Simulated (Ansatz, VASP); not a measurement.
# One calculation of KYMg6, two programs

The input INCAR:

```
SYSTEM = KYMg6
PREC     = Accurate       ! precision mode
ENCUT    = 520            ! plane-wave cutoff, eV
EDIFF    = 1E-6           ! SCF threshold, eV
ISMEAR   = -1             ! smearing method
SIGMA    = 0.05           ! smearing width, eV
LREAL    = .False.        ! projectors in reciprocal space
LASPH    = .True.         ! aspherical terms in the spheres
NELM     = 80             ! most SCF steps
ALGO     = Fast           ! electronic algorithm
ISIF     = 2              ! what is computed and relaxed
LWAVE    = .False.        ! write WAVECAR
LCHARG   = .False.        ! write CHGCAR
GGA      = PE             ! functional
NBANDS   = 26             ! bands
```

File KPOINTS:

```
regular mesh
0
Gamma
  5 5 5
  0 0 0
```

Contents of POSCAR:

```
KYMg6
1.0
    5.3987070000      0.0000000000      0.0000000000
    0.0000000000      3.4847975000      5.8794235000
    0.0000000000     -3.4847975000      5.8794235000
Y K Mg
1 1 6
Direct
    0.0009510000      0.8428680000      0.8478970000
    0.5023360000      0.6475540000      0.6484590000
    0.5097040000      0.1685740000      0.1630700000
    0.4935620000      0.6654210000      0.1543890000
    0.4913690000      0.1446280000      0.6718700000
    0.0096220000      0.3455980000      0.3425800000
    0.0017690000      0.8460200000      0.3125810000
    0.0000800000      0.3178410000      0.8537590000
```

Contents of input.yaml:

```yaml
crystal:
  lattice:
    - [5.398707, 0.0, 0.0]
    - [0.0, 3.4847975, 5.8794235]
    - [0.0, -3.4847975, 5.8794235]
  atoms:
    - { symbol: "Y", position: [0.000951, 0.842868, 0.847897] }
    - { symbol: K, position: [0.502336, 0.647554, 0.648459] }
    - { symbol: Mg, position: [0.509704, 0.168574, 0.16307] }
    - { symbol: Mg, position: [0.493562, 0.665421, 0.154389] }
    - { symbol: Mg, position: [0.491369, 0.144628, 0.67187] }
    - { symbol: Mg, position: [0.009622, 0.345598, 0.34258] }
    - { symbol: Mg, position: [0.001769, 0.84602, 0.312581] }
    - { symbol: Mg, position: [8.0e-05, 0.317841, 0.853759] }
hamiltonian:
  xc: pbe
  pseudopotentials: { kind: paw }
kpoints:
  mp_grid: { grid: [5, 5, 5] }
scf:
  occupations: { method: fermi_dirac, width: 0.05 }
output:
  forces: true
  stress: true
  eigenvalues: true
```

Change from the starting cell: atoms moved at random, drawn with an rms of 0.05 Å.

Alike in both runs: task single point; functional PBE; k mesh 5 × 5 × 5; occupations fermi-dirac, width 0.05 eV; no spin polarisation.

|  | VASP | Ansatz |
| --- | --- | --- |
| version | VASP 6.6.1 | Ansatz 0.2.0 |
| potentials or method | VASP PAW PBE potentials, release 64 (Y_sv, K_sv, Mg) | Ansatz PAW |
| plane-wave cutoff (eV) | 520 | 420 |
| valence electrons in the cell | 32 | 80 |

|  | VASP | Ansatz | Ansatz less VASP |
| --- | --- | --- | --- |
| gap on the k mesh at the Fermi level (eV) | none | none | - |
| pressure (GPa) | 0.0 | 0.1 | +0.05 |
| traceless stress, the component that is largest in VASP (GPa) | -0.13 | -0.13 | -0.001 |
| rms of the force components (eV/Å) | 0.081 | 0.082 | +0.0006 |

Atom by atom the forces differ by 0.002 eV/Å (rms over components). A gap of «none» marks a metal or a gap that the smearing closes. VASP's potentials hold 32 valence electrons a cell and Ansatz's 80, so a difference there can come from the potentials and not from the codes.
